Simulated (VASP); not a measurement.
# CuO (Tenorite) (C2/c) in VASP: further runs

Runs on CuO (Tenorite). Level: PBE. Tasks: single point.

Program: VASP 6.6.1. These are calculated values, not measurements. Logs are shortened: lines on timing, memory, paths and dates and some standing lists are left out, and cuts for length are marked.

**1. The cell of the first run**

Symmetry: C2/c, No. 15, monoclinic system. The conventional cell has a = 4.684 Å, b = 3.423 Å, c = 5.129 Å, α = 90.00°, β = 99.54°, γ = 90.00°. Cu (site symmetry -1) has 4 O at 1.95 to 1.96 Å within 2.6 Å. O (site symmetry 2) has 4 Cu at 1.95 to 1.96 Å within 2.6 Å.

**2. Single point, PBE**

The input, INCAR:

```
SYSTEM = CuO
ALGO = Normal
EDIFF = 1E-7
ENCUT = 520
GGA = PE
ISIF = 2
ISMEAR = -1
LASPH = .TRUE.
LCHARG = .FALSE.
LREAL = .FALSE.
LWAVE = .FALSE.
NBANDS = 25
NELM = 60
PREC = Accurate
SIGMA = 0.1
```

The input, KPOINTS:

```
k-points
0
G
  9 9 5
  0 0 0
```

The input, POSCAR:

```
CuO
1.0
    2.9004840000      0.0000000000      0.0000000000
    0.8811335867      2.7634056953      0.0000000000
   -0.6863119093     -0.5015203667      5.0578693859
Cu O
2 2
Direct
    0.0000000000      0.5000000000      0.0000000000
    0.5000000000      0.0000000000      0.5000000000
    0.5816000000      0.4184000000      0.2500000000
    0.4184000000      0.5816000000      0.7500000000
```

Potentials or basis: VASP PAW PBE potentials, release 64 (Cu, O).

On the command line:

```bash
> cat potpaw_PBE.64/Cu/POTCAR potpaw_PBE.64/O/POTCAR > POTCAR
> mpirun -np 1 vasp_std > vasp.out
```

OUTCAR:

```text
SYSTEM = CuO
   EDIFF = 1E-7
   ENCUT = 520
   GGA = PE
   ISIF = 2
   ISMEAR = -1
   LASPH = .TRUE.
   LREAL = .FALSE.
   NELM = 60
   PREC = Accurate

 ion  position               nearest neighbor table
   1  0.000  0.500  0.000-   3 1.95   4 1.95   4 1.96   3 1.96
   2  0.500  0.000  0.500-   4 1.95   3 1.95   4 1.96   3 1.96
   3  0.582  0.418  0.250-   1 1.95   2 1.95   1 1.96   2 1.96
   4  0.418  0.582  0.750-   1 1.95   2 1.95   1 1.96   2 1.96

  LATTYP: Found a base centered monoclinic cell.
 ALAT       =     4.6836996711
 B/A-ratio  =     0.7307469970
 C/A-ratio  =     1.0950317826
 COS(beta)  =    -0.1657361330

  Lattice vectors:

 A1 = (   2.9004840000,   0.0000000000,   0.0000000000)
 A2 = (   0.8811335867,   2.7634056953,   0.0000000000)
 A3 = (  -0.6863119093,  -0.5015203667,   5.0578693859)

Analysis of symmetry for initial positions (statically):
=====================================================================
 Subroutine PRICEL returns:
 Original cell was already a primitive cell.

 Routine SETGRP: Setting up the symmetry group for a
 base centered monoclinic supercell.

 Subroutine GETGRP returns: Found  4 space group operations
 (whereof  2 operations were pure point group operations)
 out of a pool of  4 trial point group operations.

The static configuration has the point symmetry S_2 .
 The point group associated with its full space group is C_2h.

Analysis of symmetry for dynamics (positions and initial velocities):
=====================================================================
 Subroutine PRICEL returns:
 Original cell was already a primitive cell.

 Routine SETGRP: Setting up the symmetry group for a
 base centered monoclinic supercell.

 Subroutine GETGRP returns: Found  4 space group operations
 (whereof  2 operations were pure point group operations)
 out of a pool of  4 trial point group operations.

The dynamic configuration has the point symmetry S_2 .
 The point group associated with its full space group is C_2h.

 Subroutine INISYM returns: Found  4 space group operations
 (whereof  2 operations are pure point group operations),
 and found     1 'primitive' translations

----------------------------------------------------------------------------------------

                                     Primitive cell

  volume of cell :      40.5399

  direct lattice vectors                    reciprocal lattice vectors
     2.900484000  0.000000000  0.000000000     0.344770045 -0.109932634  0.035881973
     0.881133587  2.763405695  0.000000000     0.000000000  0.361872309  0.035881973
    -0.686311909 -0.501520367  5.057869386     0.000000000  0.000000000  0.197711709

  length of vectors
     2.900484000  2.900484000  5.128800000     0.363646922  0.363646922  0.197711709

  position of ions in fractional coordinates (direct lattice)
     1.000000000  0.500000000  0.000000000
     0.500000000  1.000000000  0.500000000
     0.581600000  0.418400000  0.250000000
     0.418400000  0.581600000  0.750000000

  ion indices of the primitive-cell ions
   primitive index   ion index
                 1           1
                 2           2
                 3           3
                 4           4

----------------------------------------------------------------------------------------

 KPOINTS: k-points

Automatic generation of k-mesh.
 Grid dimensions read from file:
 generate k-points for:    9    9    5

 Generating k-lattice:

  Cartesian coordinates                     Fractional coordinates (reciprocal lattice)
     0.038307783 -0.012214737  0.003986886     0.111111111 -0.000000000  0.000000000
     0.000000000  0.040208034  0.003986886     0.000000000  0.111111111 -0.000000000
     0.000000000  0.000000000  0.039542342     0.000000000  0.000000000  0.200000000

  Length of vectors
     0.040405214  0.040405214  0.039542342

  Shift w.r.t. Gamma in fractional coordinates (k-lattice)
     0.000000000  0.000000000  0.000000000

 Subroutine IBZKPT returns following result:
 ===========================================

 Found    115 irreducible k-points:

 Following reciprocal coordinates:
            Coordinates               Weight
  0.000000  0.000000  0.000000      1.000000
  0.111111 -0.000000  0.000000      4.000000
  0.222222  0.000000  0.000000      4.000000
  0.333333  0.000000  0.000000      4.000000
  0.444444  0.000000  0.000000      4.000000
  0.111111  0.111111  0.000000      2.000000
[... 16 lines left out ...]
 -0.333333  0.333333 -0.000000      2.000000
  0.444444  0.444444  0.000000      2.000000
 [... further k-points ...]
   k-points           NKPTS =    115   k-points in BZ     NKDIM =    115   number of bands    NBANDS=     25
   number of dos      NEDOS =    301   number of ions     NIONS =      4
   total plane-waves  NPLWV =  23040
   dimension x,y,z NGX =    24 NGY =   24 NGZ =   40
   dimension x,y,z NGXF=    48 NGYF=   48 NGZF=   80
   ions per type =               2   2
   NGX,Y,Z   is equivalent  to a cutoff of  13.76, 13.76, 12.97 a.u.
   NGXF,Y,Z  is equivalent  to a cutoff of  27.51, 27.51, 25.93 a.u.
 SYSTEM =  CuO
   PREC   = accura    normal or accurate (medium, high low for compatibility)
   ISTART =      0    job   : 0-new  1-cont  2-samecut
   ICHARG =      2    charge: 1-file 2-atom 10-const
   ISPIN  =      1    spin polarized calculation?
   LNONCOLLINEAR =      F non collinear calculations
   LSORBIT =      F    spin-orbit coupling
   LASPH  =      T    aspherical Exc in radial PAW
   ENCUT  =  520.0 eV  38.22 Ry    6.18 a.u.   5.39  5.39  9.54*2*pi/ulx,y,z
   NELM   =     60;   NELMIN=  2; NELMDL= -5     # of ELM steps
   EDIFF  = 0.1E-06   stopping-criterion for ELM
   LREAL  =      F    real-space projection
   EDIFFG = 0.1E-05   stopping-criterion for IOM
   NSW    =      0    number of steps for IOM
   IBRION =     -1    ionic relax: 0-MD 1-quasi-New 2-CG
   NFREE  =      0    steps in history (QN), initial steepest desc. (CG)
   ISIF   =      2    stress and relaxation
   ISYM   =      2    0-nonsym 1-usesym 2-fastsym
   POTIM  = 0.5000    time-step for ionic-motion
   TEBEG  =    0.0;   TEEND  =   0.0 temperature during run
   PSTRESS=    0.0 pullay stress
   NELECT =      34.0000    total number of electrons
   NUPDOWN=      -1.0000    fix difference up-down
   EMIN   =  10.00;   EMAX   =-10.00  energy-range for DOS
   EFERMI =   0.00;   METHOD = LEGACY
   ISMEAR =    -1;   SIGMA  =   0.10  broadening in eV -4-tet -1-fermi 0-gaus
   EFERMI_NEDOS =   21; number of points for ismear=-14 and -15
   IALGO  =     38    algorithm
   IMIX   =      4    mixing-type and parameters
     AMIX     =   0.40;   BMIX     =  1.00
     AMIX_MAG =   1.60;   BMIX_MAG =  1.00
  volume/ion in A,a.u.               =      10.13        68.39
  Fermi-wavevector in a.u.,A,eV,Ry     =   1.543856  2.917465 32.429384  2.383492
  Thomas-Fermi vector in A             =   2.649460
   LORBIT       =      0    0 simple, 1 ext, 2 COOP (PROOUT), +10 PAW based schemes
   GGA     = PE    functional components
   LHFCALC =     F    Hartree Fock is set to
   AEXX    =    0.0000 exact exchange contribution
   IVDW    =     0    specifies the selected vdW correction
   LEPSILON=     F    determine dielectric tensor
   LRPA    =     F    only Hartree local field effects (RPA)
 non-spin polarized calculation
  energy-cutoff  :      520.00
  volume of cell :       40.54
 maximum number of plane-waves:      1129
 NGX is ok and might be reduce to    24
   NGX = 11   NGY = 11   NGZ = 19

 number of electron      34.0000001 magnetization

 Free energy of the ion-electron system (eV)
  ---------------------------------------------------
  ext. energy  EPLUGINS =         0.00000000
  ---------------------------------------------------
  free energy    TOTEN  =       -19.55926302 eV

  energy without entropy =      -19.48637157  energy(sigma->0) =      -19.52281730

 E-fermi :   5.7227     XC(G=0): -11.9150

 val. band max:        5.7168133438   @ k =   0.4444   0.0000   0.0000
 cond. band min:       5.7313472332   @ k =  -0.4444   0.4444   0.4000
 fundamental gap:      0.0145338893
 Fermi energy:         5.7227272837

 k-point     1 :       0.0000    0.0000    0.0000
  band No.  band energies     occupation
      1     -14.2096      2.00000
      2     -12.8826      2.00000
      3      -2.4316      2.00000
      4       0.1594      2.00000
      5       0.5556      2.00000
      6       2.4000      2.00000
[... 17 lines left out ...]
     24      22.1233      0.00000
     25      22.4499      0.00000

 k-point     2 :       0.1111   -0.0000    0.0000
  band No.  band energies     occupation
      1     -14.1266      2.00000
      2     -12.8560      2.00000
      3      -2.2964      2.00000
      4       0.1390      2.00000
      5       0.5216      2.00000
      6       1.5197      2.00000
[... 17 lines left out ...]
     24      21.5590      0.00000
     25      22.5960      0.00000

 k-point     3 :       0.2222    0.0000    0.0000
  band No.  band energies     occupation
      1     -13.9074      2.00000
      2     -12.7879      2.00000
      3      -1.9447      2.00000
      4       0.0622      2.00000
      5       0.2165      2.00000
      6       0.5576      2.00000
[... 17 lines left out ...]
     24      20.5446      0.00000
     25      22.0985      0.00000

 k-point     4 :       0.3333    0.0000    0.0000
  band No.  band energies     occupation
      1     -13.6389      2.00000
      2     -12.7092      2.00000
      3      -1.5377      2.00000
      4      -0.8141      2.00000
      5      -0.0093      2.00000
      6       0.5338      2.00000
[... 17 lines left out ...]
     24      19.3264      0.00000
     25      21.6591      0.00000

 k-point     5 :       0.4444    0.0000    0.0000
  band No.  band energies     occupation
      1     -13.4500      2.00000
      2     -12.6579      2.00000
      3      -1.4416      2.00000
      4      -1.2608      2.00000
      5      -0.0207      2.00000
      6       0.5543      2.00000
[... 17 lines left out ...]
     24      18.5252      0.00000
     25      21.3471      0.00000

 k-point     6 :       0.1111    0.1111    0.0000
  band No.  band energies     occupation
      1     -14.0774      2.00000
      2     -12.8473      2.00000
      3      -2.2087      2.00000
      4       0.1740      2.00000
      5       0.5250      2.00000
      6       1.6567      2.00000
[... 17 lines left out ...]
     24      21.3241      0.00000
     25      22.4063      0.00000
[... 393 lines left out ...]
 k-point    21 :       0.4444    0.3333    0.0000
  band No.  band energies     occupation
      1     -13.1130      2.00000
      2     -12.6071      2.00000
      3      -1.3228      2.00000
      4      -0.6213      2.00000
      5      -0.0037      2.00000
      6       0.3388      2.00000
[... 17 lines left out ...]
     24      18.8018      0.00000
     25      19.7566      0.00000

 k-point    22 :      -0.4444    0.3333   -0.0000
  band No.  band energies     occupation
      1     -13.0564      2.00000
      2     -12.5823      2.00000
      3      -1.3228      2.00000
      4      -0.5954      2.00000
      5      -0.2515      2.00000
      6       0.2902      2.00000
[... 17 lines left out ...]
     24      18.8190      0.00000
     25      19.3099      0.00000

 k-point    23 :      -0.3333    0.3333   -0.0000
  band No.  band energies     occupation
      1     -13.1504      2.00000
      2     -12.5892      2.00000
      3      -0.9010      2.00000
      4      -0.7244      2.00000
      5      -0.4943      2.00000
      6       0.1639      2.00000
[... 17 lines left out ...]
     24      19.0726      0.00000
     25      19.1551      0.00000

 k-point    24 :       0.4444    0.4444    0.0000
  band No.  band energies     occupation
      1     -12.9778      2.00000
      2     -12.5816      2.00000
      3      -1.6050      2.00000
      4      -0.4060      2.00000
      5      -0.1586      2.00000
      6       0.3132      2.00000
[... 17 lines left out ...]
     24      18.4930      0.00000
     25      19.7298      0.00000

 [... further k-points ...]
[... 5 lines left out ...]
  --------------------------------------------------------------------------------------
  -------------------------------------------------------------------------------------
  Total        1.6791760      1.7548574      1.4672816     -0.1186758     -0.1623321     -0.2221448
  in kB       66.3627014     69.3537073     57.9884263     -4.6901872     -6.4155243     -8.7793847
  external PRESSURE =      64.5682783 kB  Pullay stress =       0.0000000 kB

 VOLUME and BASIS-vectors are now :
 -----------------------------------------------------------------------------
  energy-cutoff  :      520.00
  volume of cell :       40.54
      direct lattice vectors                 reciprocal lattice vectors
     2.900484000  0.000000000  0.000000000     0.344770045 -0.109932634  0.035881973
     0.881133587  2.763405695  0.000000000     0.000000000  0.361872309  0.035881973
    -0.686311909 -0.501520367  5.057869386     0.000000000  0.000000000  0.197711709

 POSITION                                       TOTAL-FORCE (eV/Angst)
 -----------------------------------------------------------------------------------
      0.44057      1.38170      0.00000         0.000000     -0.000000      0.000000
      1.10709     -0.25076      2.52893        -0.000000     -0.000000      0.000000
      1.88401      1.03083      1.26447        -0.128061      0.175247      0.000000
      1.21130      1.23106      3.79340         0.128061     -0.175247     -0.000000
 -----------------------------------------------------------------------------------
    total drift:                                0.000000      0.000000     -0.000000

  FREE ENERGIE OF THE ION-ELECTRON SYSTEM (eV)
  ---------------------------------------------------
  free  energy   TOTEN  =       -19.5592630247 eV

  energy  without entropy=      -19.4863715691  energy(sigma->0) =      -19.52281730
```

Run time: 70 s. Hardware: 1 thread of Intel Xeon Platinum 8488C (Sapphire Rapids), shared host; peak memory 0.23 GiB.

Results:

| Property | Result |
| --- | --- |
| Free energy | -19.5593 eV |
| Pressure | 6.5 GPa |
| Largest force | 0.217 eV/Å |
| Band gap on the k mesh | zero (band 17 reaches 5.99 eV, above the bottom of band 18 at 5.44 eV) |

Forces on the atoms (eV/Å):
```
Cu   0.000  0.000  0.000
Cu   0.000  0.000  0.000
O   -0.128  0.175  0.000
O    0.128 -0.175  0.000
```

Caveat: semilocal functionals often make such compounds metallic where correlation or magnetic order opens a gap, which also shifts bond lengths. With open d or f shells a metallic result of PBE can be an artefact of self-interaction; +U or a hybrid may open a gap.

**3. Single point, PBE**

The input, INCAR:

```
PREC     = Accurate       # precision mode
ENCUT    = 520            # plane-wave cutoff, eV
EDIFF    = 1E-7           # SCF threshold, eV
ISMEAR   = -1             # smearing method
SIGMA    = 0.05           # smearing width, eV
LREAL    = F              # projectors in reciprocal space
LASPH    = T              # aspherical terms in the spheres
NELM     = 60             # most SCF steps
ALGO     = Normal         # electronic algorithm
ISIF     = 2              # what is computed and relaxed
LWAVE    = F              # write WAVECAR
LCHARG   = T              # write CHGCAR
GGA      = PE             # functional
LELF     = T              # ELF
LVHAR    = T            
NBANDS   = 25             # bands
```

The input, KPOINTS:

```
regular mesh
0
Gamma
  9 9 5
```

POSCAR is that of step 2.

Potentials or basis: VASP PAW PBE potentials, release 64 (Cu, O).

On the command line:

```bash
> cat potpaw_PBE.64/Cu/POTCAR potpaw_PBE.64/O/POTCAR > POTCAR
> mpirun -np 1 vasp_std > vasp.out
```

It took 84 s on 1 thread of Intel Xeon Platinum 8488C (Sapphire Rapids), shared host; peak memory 0.23 GiB.

Results (log left out):

```
Free energy            : -19.5322 eV
Pressure               : 6.4 GPa
Largest force          : 0.220 eV/Å
Band gap on the k mesh : zero (band 17 reaches 5.99 eV, above the bottom of band 18 at 5.44 eV)
```

Forces in eV/Å, atoms in the order of the input:
```
Cu   0.000  0.000  0.000
Cu   0.000  0.000  0.000
O   -0.130  0.178  0.000
O    0.130 -0.178  0.000
```

Stress tensor (GPa, compression positive):
```
 6.60 -0.45 -0.97
-0.45  6.89 -0.71
-0.97 -0.71  5.66
```

Levels at points of the mesh, in eV from the Fermi level:
| k point | band 14 | band 15 | band 16 | band 17 | band 18 | band 19 | band 20 | band 21 |
| --- | --- | --- | --- | --- | --- | --- | --- | --- |
| (0.00, 0.00, 0.00) | -2.23 | -2.17 | -1.67 | 0.21 | 0.94 | 1.73 | 6.05 | 8.17 |

Caveat: semilocal functionals often make such compounds metallic where correlation or magnetic order opens a gap, which also shifts bond lengths.
